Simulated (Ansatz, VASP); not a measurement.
**WS2: VASP beside Ansatz**

The input INCAR:

```
SYSTEM = WS2
ALGO = Normal
EDIFF = 1E-6
ENCUT = 520
GGA = PE
ISIF = 2
ISMEAR = -1
LASPH = .True.
LCHARG = .False.
LREAL = .False.
LWAVE = .False.
NBANDS = 20
NELM = 100
PREC = Accurate
SIGMA = 0.05
```

Contents of KPOINTS:

```
k-points
0
Gamma
  10 10 2
  0 0 0
```

POSCAR

```
WS2
1.0
    3.1621498298      0.0000000000      0.0000000000
   -1.5810749149      2.7385020831      0.0000000000
    0.0000000000      0.0000000000     16.8368121945
W S
1 2
Direct
    0.0000000000      0.0000000000      0.0000000000
    0.3333333333      0.6666666667      0.0920005100
    0.3333333333      0.6666666667      0.9079994900
```

The input input.yaml:

```yaml
crystal:
  lattice:
    - [3.1621498298, 0.0, 0.0]
    - [-1.5810749149, 2.7385020831, 0.0]
    - [0.0, 0.0, 16.8368121945]
  atoms:
    - { symbol: W, position: [0.0, 0.0, 0.0] }
    - { symbol: S, position: [0.3333333333, 0.6666666667, 0.09200051] }
    - { symbol: S, position: [0.3333333333, 0.6666666667, 0.90799949] }
hamiltonian:
  xc: pbe
  pseudopotentials: { kind: paw }
kpoints:
  mp_grid: { grid: [10, 10, 2] }
scf:
  occupations: { method: fermi_dirac, width: 0.05 }
output:
  forces: true
  stress: true
  eigenvalues: true
```

Alike in both runs: task single point; functional PBE; k mesh 10 × 10 × 2; occupations fermi-dirac, width 0.05 eV; no spin polarisation.

|  | VASP | Ansatz |
| --- | --- | --- |
| version | VASP 6.6.1 | Ansatz 0.2.0 |
| potentials or method | VASP PAW PBE potentials, release 64 (W_sv, S) | Ansatz PAW |
| plane-wave cutoff (eV) | 520 | 420 |
| valence electrons in the cell | 26 | 26 |

VASP gave:

- gap on the k mesh at the Fermi level (eV): 2.06
- least direct gap on the mesh (eV): 2.22
- rms of the force components (eV/Å): 0.302

Problem. Which values does Ansatz return?

Solution. gap on the k mesh at the Fermi level (eV): 2.05; least direct gap on the mesh (eV): 2.21; rms of the force components (eV/Å): 0.300.

Atom by atom the forces differ by 0.002 eV/Å (rms over components).

Spin-orbit coupling is off throughout.
